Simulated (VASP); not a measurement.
A run of VASP 6.6.1 is set up as follows.

The input INCAR:

```
  PREC = Accurate
  ENCUT = 400
  EDIFF = 1E-6
  ISMEAR = -1
  SIGMA = 0.1887
  LREAL = Auto
  LASPH = T
  NELM = 120
  ALGO = Normal
  ISIF = 2
  LWAVE = F
  LCHARG = F
  GGA = PE
  NBANDS = 108
  ISYM = -1
  GGA_COMPAT = F
```

Contents of KPOINTS:

```
explicit points
1
Reciprocal
  0.25000000   0.25000000   0.25000000 1
```

Contents of POSCAR:

```
SiAu
1.0
    7.2996120000      0.0436550000     -0.1792410000
    0.0436550000      7.3311740000      0.2938770000
   -0.1792410000      0.2938770000      7.6787310000
Si Au
12 12
Direct
    0.6865664084      0.2258637008      0.0445181245
    0.5290298612      0.4379426240      0.3066882506
    0.2766795332      0.9249611845      0.2065733906
    0.8652716103      0.3530348382      0.3849050487
    0.5253839715      0.8160273954      0.8477068236
    0.6439190346      0.1121254869      0.6040188919
    0.8059707543      0.9355862440      0.9908492335
    0.2238083054      0.5104408983      0.1418709400
    0.9051087416      0.0465734484      0.3681010222
    0.6790913088      0.7943977499      0.5337645996
    0.7404793479      0.5602485894      0.9861727262
   -0.0708513603      0.6750541061      0.7532263672
    0.3650685017      0.7318125317      0.5154160723
    0.8975489017      0.3103044099      0.8266583676
    0.1319373552      0.4313051901      0.5472081140
    0.9108287097      0.6609500237      0.2471753261
    0.0354754271      0.2579575666      0.1532461360
    0.3874514263      0.4958479845      0.8263863994
    0.6531156989      0.4414589540      0.6041535350
    0.3834537793      0.1739485124      1.0030268246
    0.5470764463      0.7333797161      0.1835600308
    0.1155821275      0.7770104633      0.9745654005
    0.1400729690     -0.0070864934      0.6394628717
    0.3985897299      0.1730211889      0.4100937608
```

Potentials or basis: VASP PAW PBE potentials, release 64 (Si, Au).

Run with:

```console
$ cat potpaw_PBE.64/Si/POTCAR potpaw_PBE.64/Au/POTCAR > POTCAR
$ mpirun -np 1 vasp_std > vasp.out
```

**Question.** Estimate the largest force.

**Answer.** 2.885 eV/Å.

**Question.** Estimate the pressure.

**Answer.** 14.1 GPa.

Forces on the atoms (eV/Å):
```
Si   0.417  0.496  0.886
Si  -0.162 -0.397 -0.342
Si  -0.065  0.726  0.911
Si  -0.866  1.079  0.928
Si  -0.184  0.573 -0.146
Si   1.422 -1.183  0.933
Si   0.162 -0.061 -0.149
Si   1.202 -0.111  0.162
Si  -0.395 -1.883  1.389
Si   2.288  0.183 -0.573
Si  -0.583 -0.543 -0.569
Si  -0.775 -0.541 -2.114
Au  -1.047 -0.030 -0.690
Au   1.782 -0.874 -0.948
Au   0.352  0.190  0.898
Au   0.407  0.530  1.330
Au   1.559 -1.635 -1.018
Au  -0.383  1.084  0.870
Au  -1.158  0.888 -0.427
Au  -1.791 -1.179 -0.751
Au  -0.046  2.003  0.046
Au   1.065  2.036 -0.493
Au  -0.752  0.161  0.028
Au  -2.451 -1.513 -0.160
```

Caveat: the atoms stand as in a frame of molecular dynamics.
